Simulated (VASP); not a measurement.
# Zr2CdF6 (Fm-3m) in VASP: single point with PBE

Aim: the single point of Zr2CdF6 with PBE.

All numbers are computed with VASP 6.6.1; they aren't measurements. Logs are shortened: lines on timing, memory, paths and dates and some standing lists are left out, and cuts for length are marked.

## 1. The cell of the first run

Symmetry: Fm-3m, No. 225, cubic system. Conventional cell: a = 7.894 Å, b = 7.894 Å, c = 7.894 Å, α = 90.00°, β = 90.00°, γ = 90.00°. Zr (site symmetry -43m) has 12 F at 2.80 Å and 4 Cd at 3.42 Å within 3.7 Å. Cd (site symmetry m-3m) has 6 F at 2.13 Å within 2.8 Å. Within 2.8 Å of F (site symmetry 4mm) lie 1 Cd at 2.13 Å and 4 F at 2.57 Å and 4 Zr at 2.80 Å.

## 2. Single point, PBE (atoms taken out)

Input file INCAR:

```
PREC = Accurate
ENCUT = 600
EDIFF = 1E-6
ISMEAR = 0
SIGMA = 0.1
LREAL = F
LASPH = T
NELM = 120
ALGO = Normal
ISIF = 2
LWAVE = F
LCHARG = F
GGA = PE
NBANDS = 53
GGA_COMPAT = F
```

Input file KPOINTS:

```
Automatic mesh
0
Gamma
  4 4 4
```

Input file POSCAR:

```
Zr2CdF6
1.0
    0.0000000000      3.9469592647      3.9469592647
    3.9469592647      0.0000000000      3.9469592647
    3.9469592647      3.9469592647      0.0000000000
Zr Cd F
2 1 6
Direct
    0.2500000000      0.2500000000      0.2500000000
    0.7500000000      0.7500000000      0.7500000000
    0.0000000000      0.0000000000      0.0000000000
    0.7301908273      0.2698091727      0.2698091727
    0.2698091727      0.7301908273      0.7301908273
    0.2698091727      0.7301908273      0.2698091727
    0.7301908273      0.2698091727      0.7301908273
    0.2698091727      0.2698091727      0.7301908273
    0.7301908273      0.7301908273      0.2698091727
```

Potentials or basis: VASP PAW PBE potentials, release 64 (Zr_sv, Cd_sv_GW, F).

Launch:

```
$ cat potpaw_PBE.64/Zr_sv/POTCAR potpaw_PBE.64/Cd_sv_GW/POTCAR potpaw_PBE.64/F/POTCAR > POTCAR
$ mpirun -np 1 vasp_std > vasp.out
```

OUTCAR:

```text
PREC = Accurate
   ENCUT = 600
   EDIFF = 1E-6
   ISMEAR = 0
   LREAL = F
   LASPH = T
   NELM = 120
   ISIF = 2
   GGA = PE

 ion  position               nearest neighbor table
   1  0.250  0.250  0.250-   4 2.80   6 2.80   8 2.80   5 2.80   7 2.80   8 2.80   5 2.80   6 2.80
                             9 2.80   4 2.80   7 2.80   9 2.80
   2  0.750  0.750  0.750-   5 2.80   6 2.80   8 2.80   4 2.80   7 2.80   8 2.80   4 2.80   6 2.80
                             9 2.80   5 2.80   7 2.80   9 2.80
   3  0.000  0.000  0.000-   4 2.13   5 2.13   6 2.13   7 2.13   8 2.13   9 2.13
   4  0.730  0.270  0.270-   3 2.13   1 2.80   1 2.80   2 2.80   2 2.80
   5  0.270  0.730  0.730-   3 2.13   1 2.80   2 2.80   1 2.80   2 2.80
   6  0.270  0.730  0.270-   3 2.13   1 2.80   1 2.80   2 2.80   2 2.80
   7  0.730  0.270  0.730-   3 2.13   1 2.80   2 2.80   1 2.80   2 2.80
   8  0.270  0.270  0.730-   3 2.13   1 2.80   1 2.80   2 2.80   2 2.80
   9  0.730  0.730  0.270-   3 2.13   1 2.80   2 2.80   1 2.80   2 2.80

  LATTYP: Found a face centered cubic cell.
 ALAT       =     7.8939185294

  Lattice vectors:

 A1 = (   0.0000000000,   3.9469592647,   3.9469592647)
 A2 = (   3.9469592647,   0.0000000000,   3.9469592647)
 A3 = (   3.9469592647,   3.9469592647,   0.0000000000)

Analysis of symmetry for initial positions (statically):
=====================================================================
 Subroutine PRICEL returns:
 Original cell was already a primitive cell.

 Routine SETGRP: Setting up the symmetry group for a
 face centered cubic supercell.

 Subroutine GETGRP returns: Found 48 space group operations
 (whereof 48 operations were pure point group operations)
 out of a pool of 48 trial point group operations.

The static configuration has the point symmetry O_h .

Analysis of symmetry for dynamics (positions and initial velocities):
=====================================================================
 Subroutine PRICEL returns:
 Original cell was already a primitive cell.

 Routine SETGRP: Setting up the symmetry group for a
 face centered cubic supercell.

 Subroutine GETGRP returns: Found 48 space group operations
 (whereof 48 operations were pure point group operations)
 out of a pool of 48 trial point group operations.

The dynamic configuration has the point symmetry O_h .

 Subroutine INISYM returns: Found 48 space group operations
 (whereof 48 operations are pure point group operations),
 and found     1 'primitive' translations

----------------------------------------------------------------------------------------

                                     Primitive cell

  volume of cell :     122.9753

  direct lattice vectors                    reciprocal lattice vectors
     0.000000000  3.946959265  3.946959265    -0.126679797  0.126679797  0.126679797
     3.946959265  0.000000000  3.946959265     0.126679797 -0.126679797  0.126679797
     3.946959265  3.946959265  0.000000000     0.126679797  0.126679797 -0.126679797

  length of vectors
     5.581843322  5.581843322  5.581843322     0.219415845  0.219415845  0.219415845

  position of ions in fractional coordinates (direct lattice)
     0.250000000  0.250000000  0.250000000
     0.750000000  0.750000000  0.750000000
     0.000000000  0.000000000  0.000000000
     0.730190827  0.269809173  0.269809173
     0.269809173  0.730190827  0.730190827
     0.269809173  0.730190827  0.269809173
     0.730190827  0.269809173  0.730190827
     0.269809173  0.269809173  0.730190827
     0.730190827  0.730190827  0.269809173

  ion indices of the primitive-cell ions
   primitive index   ion index
                 1           1
                 2           2
                 3           3
                 4           4
                 5           5
                 6           6
                 7           7
                 8           8
                 9           9

----------------------------------------------------------------------------------------

 KPOINTS: Automatic mesh

Automatic generation of k-mesh.
 Grid dimensions read from file:
 generate k-points for:    4    4    4

 Generating k-lattice:

  Cartesian coordinates                     Fractional coordinates (reciprocal lattice)
    -0.031669949  0.031669949  0.031669949     0.250000000  0.000000000  0.000000000
     0.031669949 -0.031669949  0.031669949     0.000000000  0.250000000  0.000000000
     0.031669949  0.031669949 -0.031669949     0.000000000  0.000000000  0.250000000

  Length of vectors
     0.054853961  0.054853961  0.054853961

  Shift w.r.t. Gamma in fractional coordinates (k-lattice)
     0.000000000  0.000000000  0.000000000

 Subroutine IBZKPT returns following result:
 ===========================================

 Found      8 irreducible k-points:

 Following reciprocal coordinates:
            Coordinates               Weight
  0.000000  0.000000  0.000000      1.000000
  0.250000  0.000000  0.000000      8.000000
  0.500000  0.000000  0.000000      4.000000
  0.250000  0.250000  0.000000      6.000000
  0.500000  0.250000  0.000000     24.000000
 -0.250000  0.250000  0.000000     12.000000
  0.500000  0.500000  0.000000      3.000000
 -0.250000  0.500000  0.250000      6.000000
   k-points           NKPTS =      8   k-points in BZ     NKDIM =      8   number of bands    NBANDS=     53
   number of dos      NEDOS =    301   number of ions     NIONS =      9
   total plane-waves  NPLWV = 110592
   dimension x,y,z NGX =    48 NGY =   48 NGZ =   48
   dimension x,y,z NGXF=    96 NGYF=   96 NGZF=   96
   ions per type =               2   1   6
   NGX,Y,Z   is equivalent  to a cutoff of  14.30, 14.30, 14.30 a.u.
   NGXF,Y,Z  is equivalent  to a cutoff of  28.59, 28.59, 28.59 a.u.
 SYSTEM =  unknown system
   PREC   = accura    normal or accurate (medium, high low for compatibility)
   ISTART =      0    job   : 0-new  1-cont  2-samecut
   ICHARG =      2    charge: 1-file 2-atom 10-const
   ISPIN  =      1    spin polarized calculation?
   LNONCOLLINEAR =      F non collinear calculations
   LSORBIT =      F    spin-orbit coupling
   LASPH  =      T    aspherical Exc in radial PAW
   ENCUT  =  600.0 eV  44.10 Ry    6.64 a.u.  11.15 11.15 11.15*2*pi/ulx,y,z
   NELM   =    120;   NELMIN=  2; NELMDL= -5     # of ELM steps
   EDIFF  = 0.1E-05   stopping-criterion for ELM
   LREAL  =      F    real-space projection
   EDIFFG = 0.1E-04   stopping-criterion for IOM
   NSW    =      0    number of steps for IOM
   IBRION =     -1    ionic relax: 0-MD 1-quasi-New 2-CG
   NFREE  =      0    steps in history (QN), initial steepest desc. (CG)
   ISIF   =      2    stress and relaxation
   ISYM   =      2    0-nonsym 1-usesym 2-fastsym
   POTIM  = 0.5000    time-step for ionic-motion
   TEBEG  =    0.0;   TEEND  =   0.0 temperature during run
   PSTRESS=    0.0 pullay stress
   NELECT =      86.0000    total number of electrons
   NUPDOWN=      -1.0000    fix difference up-down
   EMIN   =  10.00;   EMAX   =-10.00  energy-range for DOS
   EFERMI =   0.00;   METHOD = LEGACY
   ISMEAR =     0;   SIGMA  =   0.10  broadening in eV -4-tet -1-fermi 0-gaus
   EFERMI_NEDOS =   21; number of points for ismear=-14 and -15
   IALGO  =     38    algorithm
   IMIX   =      4    mixing-type and parameters
     AMIX     =   0.40;   BMIX     =  1.00
     AMIX_MAG =   1.60;   BMIX_MAG =  1.00
  volume/ion in A,a.u.               =      13.66        92.21
  Fermi-wavevector in a.u.,A,eV,Ry     =   1.453121  2.746000 28.729512  2.111560
  Thomas-Fermi vector in A             =   2.570424
   LORBIT       =      0    0 simple, 1 ext, 2 COOP (PROOUT), +10 PAW based schemes
   GGA     = PE    functional components
   LHFCALC =     F    Hartree Fock is set to
   AEXX    =    0.0000 exact exchange contribution
   IVDW    =     0    specifies the selected vdW correction
   LEPSILON=     F    determine dielectric tensor
   LRPA    =     F    only Hartree local field effects (RPA)
 non-spin polarized calculation
 Gauss-broadening in eV      SIGMA  =   0.10
  energy-cutoff  :      600.00
  volume of cell :      122.98
 maximum number of plane-waves:      4128
 NGX is ok and might be reduce to    48
   NGX = 23   NGY = 23   NGZ = 23

 number of electron      86.0000008 magnetization

 Free energy of the ion-electron system (eV)
  ---------------------------------------------------
  ext. energy  EPLUGINS =         0.00000000
  ---------------------------------------------------
  free energy    TOTEN  =       -43.24181270 eV

  energy without entropy =      -43.17742521  energy(sigma->0) =      -43.20961896

 E-fermi :   6.6648     XC(G=0): -10.6834

 val. band max:        6.6272556546   @ k =   0.5000   0.2500   0.0000
 cond. band min:       6.7133546945   @ k =   0.2500   0.0000   0.0000
 fundamental gap:      0.0860990398
 Fermi energy:         6.6647871763

 k-point     1 :       0.0000    0.0000    0.0000
  band No.  band energies     occupation
      1     -95.9854      2.00000
      2     -57.1121      2.00000
      3     -57.1121      2.00000
      4     -57.1121      2.00000
      5     -44.6144      2.00000
      6     -44.6060      2.00000
[... 45 lines left out ...]
     52       7.7311      0.00000
     53      10.6462      0.00000

 k-point     2 :       0.2500    0.0000    0.0000
  band No.  band energies     occupation
      1     -95.9854      2.00000
      2     -57.1121      2.00000
      3     -57.1120      2.00000
      4     -57.1120      2.00000
      5     -44.6131      2.00000
      6     -44.6072      2.00000
[... 45 lines left out ...]
     52       7.5909      0.00000
     53      10.5087      0.00000
[... 278 lines left out ...]
     52       9.3377      0.00000
     53       9.8978      0.00000

 k-point     8 :      -0.2500    0.5000    0.2500
  band No.  band energies     occupation
      1     -95.9854      2.00000
      2     -57.1121      2.00000
      3     -57.1121      2.00000
      4     -57.1121      2.00000
      5     -44.6101      2.00000
      6     -44.6101      2.00000
[... 45 lines left out ...]
     52       9.9915      0.00000
     53      10.0230      0.00000

------------------------ aborting loop because EDIFF is reached ----------------------------------------

  FORCE on cell =-STRESS in cart. coord.  units (eV):
  Direction    XX          YY          ZZ          XY          YZ          ZX
  --------------------------------------------------------------------------------------
  -------------------------------------------------------------------------------------
  Total       -0.4638633     -0.4638633     -0.4638633      0.0000000     -0.0000000      0.0000000
  in kB       -6.0434183     -6.0434183     -6.0434183      0.0000000     -0.0000000      0.0000000
  external PRESSURE =      -6.0434183 kB  Pullay stress =       0.0000000 kB

 VOLUME and BASIS-vectors are now :
 -----------------------------------------------------------------------------
  energy-cutoff  :      600.00
  volume of cell :      122.98
      direct lattice vectors                 reciprocal lattice vectors
     0.000000000  3.946959265  3.946959265    -0.126679797  0.126679797  0.126679797
     3.946959265  0.000000000  3.946959265     0.126679797 -0.126679797  0.126679797
     3.946959265  3.946959265  0.000000000     0.126679797  0.126679797 -0.126679797

 POSITION                                       TOTAL-FORCE (eV/Angst)
 -----------------------------------------------------------------------------------
      1.97348      1.97348      1.97348        -0.000000     -0.000000      0.000000
      5.92044      5.92044      5.92044        -0.000000     -0.000000      0.000000
      0.00000      0.00000      0.00000        -0.000000     -0.000000      0.000000
      2.12985      3.94696      3.94696         0.040033     -0.000000      0.000000
      5.76407      3.94696      3.94696        -0.040033     -0.000000      0.000000
      3.94696      2.12985      3.94696        -0.000000      0.040033      0.000000
      3.94696      5.76407      3.94696        -0.000000     -0.040033      0.000000
      3.94696      3.94696      2.12985        -0.000000     -0.000000      0.040033
      3.94696      3.94696      5.76407        -0.000000     -0.000000     -0.040033
 -----------------------------------------------------------------------------------
    total drift:                                0.000000      0.000000      0.000000

  FREE ENERGIE OF THE ION-ELECTRON SYSTEM (eV)
  ---------------------------------------------------
  free  energy   TOTEN  =       -43.2418127003 eV

  energy  without entropy=      -43.1774252148  energy(sigma->0) =      -43.20961896
```

Wall time 2.5 min (1 thread of Intel Xeon Platinum 8488C (Sapphire Rapids), shared host); peak memory 0.34 GiB.

What came out:

| Item | Value |
| --- | --- |
| Free energy | -43.2418 eV |
| Pressure | -0.6 GPa |
| Largest force | 0.040 eV/Å |
| Band gap on the k mesh | zero (bands 43 and 44 overlap by 1.19 eV) |

Forces on the atoms (eV/Å):
```
Zr   0.000  0.000  0.000
Zr   0.000  0.000  0.000
Cd   0.000  0.000  0.000
F    0.040  0.000  0.000
F   -0.040  0.000  0.000
F    0.000  0.040  0.000
F    0.000 -0.040  0.000
F    0.000  0.000  0.040
F    0.000  0.000 -0.040
```

Caveat: the cell differs from its parent crystal (atoms taken out).

The gap in the log of VASP goes by the Fermi energy; the results here count the filled bands.